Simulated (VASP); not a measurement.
# Re (P6_3/mmc) in VASP: a series of runs

Runs on Re. Level: r2SCAN. Tasks: single point, relaxation of shape and atoms at fixed volume.

Program: VASP 6.6.1. These are calculated values, not measurements. Logs are shortened: lines on timing, memory, paths and dates and some standing lists are left out, and cuts for length are marked.

## (1) The cell of the first run

The structure is hexagonal, space group P6_3/mmc (No. 194). Conventional cell: a = 2.839 Å, b = 2.839 Å, c = 4.591 Å, α = 90.00°, β = 90.00°, γ = 120.00°. Within 3.7 Å of Re (site symmetry -6m2) lie 12 Re at 2.82 to 2.84 Å.

## (2) Single point, r2SCAN (volume scaled by 1.09, then relaxed in part)

Contents of POSCAR:

```
Re
1.0
    2.8387550581      0.0000000000      0.0000000000
   -1.4193775291      2.4584339955      0.0000000000
    0.0000000000      0.0000000000      4.5911528924
Re
2
Direct
    0.3333333333      0.6666666667      0.2500000000
    0.6666666667      0.3333333333      0.7500000000
```

Contents of INCAR.step1:

```
PREC = Accurate
ENCUT = 520
ISMEAR = 0
SIGMA = 0.1
LREAL = False
LASPH = True
NELM = 100
NBANDS = 14
GGA = PE
ALGO = Normal
EDIFF = 1E-4
LWAVE = True
LCHARG = False
```

Contents of INCAR.step2:

```
PREC = Accurate
ENCUT = 520
EDIFF = 1E-6
ISMEAR = 0
SIGMA = 0.1
LREAL = False
LASPH = True
NELM = 100
ALGO = Normal
ISIF = 2
LWAVE = False
LCHARG = True
METAGGA = R2SCAN
LMIXTAU = True
LELF = True
LVHAR = True
NBANDS = 14
ISTART = 1
```

Contents of KPOINTS:

```
Automatic mesh
0
Gamma
  18 18 10
```

Potentials or basis: VASP PAW PBE potentials, release 64 (Re).

Launch:

```sh
> cat potpaw_PBE.64/Re/POTCAR > POTCAR
> cp INCAR.step1 INCAR
> mpirun -np 1 vasp_std > vasp.out
> cp INCAR.step2 INCAR
> mpirun -np 1 vasp_std > vasp.out
```

OUTCAR:

```text
PREC = Accurate
   ENCUT = 520
   EDIFF = 1E-6
   ISMEAR = 0
   LREAL = False
   LASPH = True
   NELM = 100
   ISIF = 2
   METAGGA = R2SCAN
   ISTART = 1

 ion  position               nearest neighbor table
   1  0.333  0.667  0.250-   2 2.82   2 2.82   2 2.82   2 2.82   2 2.82   2 2.82
   2  0.667  0.333  0.750-   1 2.82   1 2.82   1 2.82   1 2.82   1 2.82   1 2.82

  LATTYP: Found a hexagonal cell.
 ALAT       =     2.8387550581
 C/A-ratio  =     1.6173120958

  Lattice vectors:

 A1 = (   2.8387550581,   0.0000000000,   0.0000000000)
 A2 = (  -1.4193775291,   2.4584339955,   0.0000000000)
 A3 = (   0.0000000000,   0.0000000000,   4.5911528924)

Analysis of symmetry for initial positions (statically):
=====================================================================
 Subroutine PRICEL returns:
 Original cell was already a primitive cell.

 Routine SETGRP: Setting up the symmetry group for a
 hexagonal supercell.

 Subroutine GETGRP returns: Found 24 space group operations
 (whereof 12 operations were pure point group operations)
 out of a pool of 24 trial point group operations.

The static configuration has the point symmetry D_3d.
 The point group associated with its full space group is D_6h.

Analysis of symmetry for dynamics (positions and initial velocities):
=====================================================================
 Subroutine PRICEL returns:
 Original cell was already a primitive cell.

 Routine SETGRP: Setting up the symmetry group for a
 hexagonal supercell.

 Subroutine GETGRP returns: Found 24 space group operations
 (whereof 12 operations were pure point group operations)
 out of a pool of 24 trial point group operations.

The dynamic configuration has the point symmetry D_3d.
 The point group associated with its full space group is D_6h.

 Subroutine INISYM returns: Found 24 space group operations
 (whereof 12 operations are pure point group operations),
 and found     1 'primitive' translations

----------------------------------------------------------------------------------------

                                     Primitive cell

  volume of cell :      32.0412

  direct lattice vectors                    reciprocal lattice vectors
     2.838755058  0.000000000  0.000000000     0.352267096  0.203381503  0.000000000
    -1.419377529  2.458433996  0.000000000     0.000000000  0.406763005  0.000000000
     0.000000000  0.000000000  4.591152892     0.000000000  0.000000000  0.217810215

  length of vectors
     2.838755058  2.838755058  4.591152892     0.406763005  0.406763005  0.217810215

  position of ions in fractional coordinates (direct lattice)
     0.333333333  0.666666667  0.250000000
     0.666666667  0.333333333  0.750000000

  ion indices of the primitive-cell ions
   primitive index   ion index
                 1           1
                 2           2

----------------------------------------------------------------------------------------

 KPOINTS: Automatic mesh

Automatic generation of k-mesh.
 Grid dimensions read from file:
 generate k-points for:   18   18   10

 Generating k-lattice:

  Cartesian coordinates                     Fractional coordinates (reciprocal lattice)
     0.019570394  0.011298972  0.000000000     0.055555556 -0.000000000  0.000000000
     0.000000000  0.022597945  0.000000000     0.000000000  0.055555556  0.000000000
     0.000000000  0.000000000  0.021781022     0.000000000  0.000000000  0.100000000

  Length of vectors
     0.022597945  0.022597945  0.021781022

  Shift w.r.t. Gamma in fractional coordinates (k-lattice)
     0.000000000  0.000000000  0.000000000

 Subroutine IBZKPT returns following result:
 ===========================================

 Found    222 irreducible k-points:

 Following reciprocal coordinates:
            Coordinates               Weight
  0.000000  0.000000  0.000000      1.000000
  0.055556  0.000000  0.000000      6.000000
  0.111111  0.000000  0.000000      6.000000
  0.166667  0.000000  0.000000      6.000000
  0.222222  0.000000  0.000000      6.000000
  0.277778  0.000000  0.000000      6.000000
[... 16 lines left out ...]
  0.333333  0.111111  0.000000     12.000000
  0.388889  0.111111  0.000000     12.000000
 [... further k-points ...]
   k-points           NKPTS =    222   k-points in BZ     NKDIM =    222   number of bands    NBANDS=     14
   number of dos      NEDOS =    301   number of ions     NIONS =      2
   total plane-waves  NPLWV =  20736
   dimension x,y,z NGX =    24 NGY =   24 NGZ =   36
   dimension x,y,z NGXF=    48 NGYF=   48 NGZF=   72
   ions per type =               2
   NGX,Y,Z   is equivalent  to a cutoff of  14.06, 14.06, 13.04 a.u.
   NGXF,Y,Z  is equivalent  to a cutoff of  28.11, 28.11, 26.07 a.u.
 SYSTEM =  unknown system
   PREC   = accura    normal or accurate (medium, high low for compatibility)
   ISTART =      1    job   : 0-new  1-cont  2-samecut
   ICHARG =      0    charge: 1-file 2-atom 10-const
   ISPIN  =      1    spin polarized calculation?
   LNONCOLLINEAR =      F non collinear calculations
   LSORBIT =      F    spin-orbit coupling
   LASPH  =      T    aspherical Exc in radial PAW
   ENCUT  =  520.0 eV  38.22 Ry    6.18 a.u.   5.28  5.28  8.54*2*pi/ulx,y,z
   NELM   =    100;   NELMIN=  2; NELMDL=  0     # of ELM steps
   EDIFF  = 0.1E-05   stopping-criterion for ELM
   LREAL  =      F    real-space projection
   EDIFFG = 0.1E-04   stopping-criterion for IOM
   NSW    =      0    number of steps for IOM
   IBRION =     -1    ionic relax: 0-MD 1-quasi-New 2-CG
   NFREE  =      0    steps in history (QN), initial steepest desc. (CG)
   ISIF   =      2    stress and relaxation
   ISYM   =      2    0-nonsym 1-usesym 2-fastsym
   POTIM  = 0.5000    time-step for ionic-motion
   TEBEG  =    0.0;   TEEND  =   0.0 temperature during run
   PSTRESS=    0.0 pullay stress
   NELECT =      14.0000    total number of electrons
   NUPDOWN=      -1.0000    fix difference up-down
   EMIN   =  10.00;   EMAX   =-10.00  energy-range for DOS
   EFERMI =   0.00;   METHOD = LEGACY
   ISMEAR =     0;   SIGMA  =   0.10  broadening in eV -4-tet -1-fermi 0-gaus
   EFERMI_NEDOS =   21; number of points for ismear=-14 and -15
   IALGO  =     38    algorithm
   IMIX   =      4    mixing-type and parameters
     AMIX     =   0.40;   BMIX     =  1.00
     AMIX_MAG =   1.60;   BMIX_MAG =  1.00
  volume/ion in A,a.u.               =      16.02       108.11
  Fermi-wavevector in a.u.,A,eV,Ry     =   1.242266  2.347543 20.996864  1.543226
  Thomas-Fermi vector in A             =   2.376628
   LORBIT       =      0    0 simple, 1 ext, 2 COOP (PROOUT), +10 PAW based schemes
   METAGGA = R2SCAN    functional components
   LHFCALC =     F    Hartree Fock is set to
   AEXX    =    0.0000 exact exchange contribution
   IVDW    =     0    specifies the selected vdW correction
   LEPSILON=     F    determine dielectric tensor
   LRPA    =     F    only Hartree local field effects (RPA)
 non-spin polarized calculation
 Gauss-broadening in eV      SIGMA  =   0.10
  energy-cutoff  :      520.00
  volume of cell :       32.04
 maximum number of plane-waves:       878
 NGX is ok and might be reduce to    24
   NGX = 11   NGY = 11   NGZ = 17

 number of electron      14.0000000 magnetization

 Free energy of the ion-electron system (eV)
  ---------------------------------------------------
  ext. energy  EPLUGINS =         0.00000000
  ---------------------------------------------------
  free energy    TOTEN  =      -104.65544507 eV

  energy without entropy =     -104.64695968  energy(sigma->0) =     -104.65120238

 E-fermi :   6.6599     XC(G=0): -14.4657

 val. band max:        6.6574587654   @ k =   0.1667   0.0556   0.0000
 cond. band min:       6.6636007630   @ k =   0.1111   0.1111   0.0000
 fundamental gap:      0.0061419977
 Fermi energy:         6.6599380375

 k-point     1 :       0.0000    0.0000    0.0000
  band No.  band energies     occupation
      1      -3.0792      2.00000
      2       0.3569      2.00000
      3       5.2178      2.00000
      4       5.2661      2.00000
      5       5.2661      2.00000
      6       6.0134      2.00000
      7       6.0134      2.00000
      8       6.8923      0.00102
      9       6.8923      0.00102
     10       7.0544      0.00000
     11       9.8010      0.00000
     12       9.8010      0.00000
     13      16.0626      0.00000
     14      21.3863      0.00000

 k-point     2 :       0.0556    0.0000    0.0000
  band No.  band energies     occupation
      1      -2.9584      2.00000
      2       0.4700      2.00000
      3       4.9057      2.00000
      4       5.3736      2.00000
      5       5.5384      2.00000
      6       5.9289      2.00000
      7       6.1143      2.00000
      8       6.5585      1.84869
      9       6.8036      0.04223
     10       6.8728      0.00261
     11       9.8575      0.00000
     12      10.3294      0.00000
     13      16.0491      0.00000
     14      21.6414      0.00000

 k-point     3 :       0.1111    0.0000    0.0000
  band No.  band energies     occupation
      1      -2.6052      2.00000
      2       0.7895      2.00000
      3       4.5109      2.00000
      4       5.6475      2.00000
      5       5.6800      2.00000
      6       5.6922      2.00000
      7       5.9142      2.00000
      8       6.4126      1.99953
      9       6.5692      1.80058
     10       6.7001      0.57051
     11       9.9987      0.00000
     12      11.4309      0.00000
     13      15.9926      0.00000
     14      22.3251      0.00000
[... 324 lines left out ...]
 k-point    23 :       0.3333    0.1111    0.0000
  band No.  band energies     occupation
      1       1.0108      2.00000
      2       1.7345      2.00000
      3       2.1629      2.00000
      4       4.0086      2.00000
      5       4.8111      2.00000
      6       5.5758      2.00000
      7       5.7430      2.00000
      8       8.7664      0.00000
      9       9.7394      0.00000
     10      10.3858      0.00000
     11      10.9114      0.00000
     12      15.8022      0.00000
     13      16.2135      0.00000
     14      18.1887      0.00000

 k-point    24 :       0.3889    0.1111    0.0000
  band No.  band energies     occupation
      1       1.2993      2.00000
      2       1.5607      2.00000
      3       1.9217      2.00000
      4       4.3568      2.00000
      5       4.7912      2.00000
      6       5.3525      2.00000
      7       6.0530      2.00000
      8       9.6101      0.00000
      9      10.1648      0.00000
     10      10.4017      0.00000
     11      11.8290      0.00000
     12      14.5326      0.00000
     13      16.4497      0.00000
     14      17.7387      0.00000

 [... further k-points ...]
[... 5 lines left out ...]
  --------------------------------------------------------------------------------------
  -------------------------------------------------------------------------------------
  Total       -5.6139356     -5.6139356     -5.6520860      0.0000000     -0.0000000     -0.0000000
  in kB     -280.7176891   -280.7176891   -282.6253492      0.0000000     -0.0000000     -0.0000000
  external PRESSURE =    -281.3535758 kB  Pullay stress =       0.0000000 kB

 VOLUME and BASIS-vectors are now :
 -----------------------------------------------------------------------------
  energy-cutoff  :      520.00
  volume of cell :       32.04
      direct lattice vectors                 reciprocal lattice vectors
     2.838755058  0.000000000  0.000000000     0.352267096  0.203381503  0.000000000
    -1.419377529  2.458433996  0.000000000     0.000000000  0.406763005  0.000000000
     0.000000000  0.000000000  4.591152892     0.000000000  0.000000000  0.217810215

 POSITION                                       TOTAL-FORCE (eV/Angst)
 -----------------------------------------------------------------------------------
     -0.00000      1.63896      1.14779         0.000000     -0.000000      0.000000
      1.41938      0.81948      3.44336        -0.000000      0.000000      0.000000
 -----------------------------------------------------------------------------------
    total drift:                               -0.000000      0.000000     -0.000000

  FREE ENERGIE OF THE ION-ELECTRON SYSTEM (eV)
  ---------------------------------------------------
  free  energy   TOTEN  =      -104.6554450738 eV

  energy  without entropy=     -104.6469596814  energy(sigma->0) =     -104.65120238
```

Run time: 3.6 min. Hardware: 1 thread of Intel Xeon Platinum 8488C (Sapphire Rapids), shared host; peak memory 0.23 GiB.

What came out:

* Free energy: -104.6554 eV
* Pressure: -28.1 GPa
* Band gap on the k mesh: zero (band 7 reaches 7.92 eV, above the bottom of band 8 at 5.14 eV)

Caveat: the PAW data sets were made with another functional, which shifts forces and pressure a little; spin-orbit coupling is left out, which moves the levels of the heavy elements.

(Part 1 of 2 ends here.)
